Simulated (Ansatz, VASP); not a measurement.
## Two plane-wave programs on SnTe

```
Sn Te
1.0
     0.00000    3.15489    3.04590
     3.15489    0.00000    3.04590
     3.15489    3.15489    0.00000
Sn Te
1 1
Cartesian
  0.0000 0.0000 0.0000
  3.1549 3.1549 3.0459
```

Change from the starting cell: mode 4 frozen in at +0.000 Å, strain +e along z and -e/2 along x and y -0.0233.

Alike in both runs: task single point; functional LDA; k mesh 10 × 10 × 10; occupations gaussian, width 0.03 eV; no spin polarisation.

```csv
,VASP,Ansatz
version,VASP 6.6.1,Ansatz 0.2.0
potentials or method,"VASP PAW LDA potentials, release 64 (Sn_d, Te), cutoff 520 eV","scalar-relativistic, plane waves, PAW"
valence electrons in the cell,20,30
```

|  | VASP | Ansatz | Ansatz less VASP |
| --- | --- | --- | --- |
| gap on the k mesh at the Fermi level (eV) | 0.29 | 0.27 | -0.015 |
| least direct gap on the mesh (eV) | 0.29 | 0.27 | -0.015 |
| pressure (GPa) | 0.2 | 0.2 | -0.05 |
| traceless stress, the component that is largest in VASP (GPa) | 3.58 | 3.55 | -0.028 |

LDA's correlation is that of Perdew and Zunger in VASP and of Perdew and Wang (1992) in Ansatz. VASP's potentials hold 20 valence electrons a cell and Ansatz's 30, so a difference there can come from the potentials and not from the codes.

Neither program's run includes spin-orbit coupling.
